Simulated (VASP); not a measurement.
Input of a VASP 6.6.1 run:

File INCAR:

```
SYSTEM = GaP
PREC = Accurate
ENCUT = 520
EDIFF = 1E-6
ISMEAR = 0
SIGMA = 0.01
LREAL = .False.
LASPH = .True.
NELM = 100
ALGO = Normal
ISIF = 2
LWAVE = .False.
LCHARG = .False.
GGA = PE
NBANDS = 16
```

KPOINTS

```
regular mesh
0
Gamma
  8 8 8
  0 0 0
```

The input POSCAR:

```
GaP
1.0
    0.0000000000      2.7253992965      2.7253992965
    2.7253992965      0.0000000000      2.7253992965
    2.7253992965      2.7253992965      0.0000000000
Ga P
1 1
Direct
    0.0000000000      0.0000000000      0.0000000000
    0.2500000000      0.2500000000      0.2500000000
```

Potentials or basis: VASP PAW PBE potentials, release 64 (Ga_d, P).

The run is started by

```sh
$ cat potpaw_PBE.64/Ga_d/POTCAR potpaw_PBE.64/P/POTCAR > POTCAR
$ mpirun -np 1 vasp_std > vasp.out
```

Task: Predict the band gap on the k mesh.

Result: 1.64 eV, indirect (least direct gap 1.82 eV).

Task: What does it give for the pressure?

Result: 2.4 GPa.

A k mesh can miss the band edges.
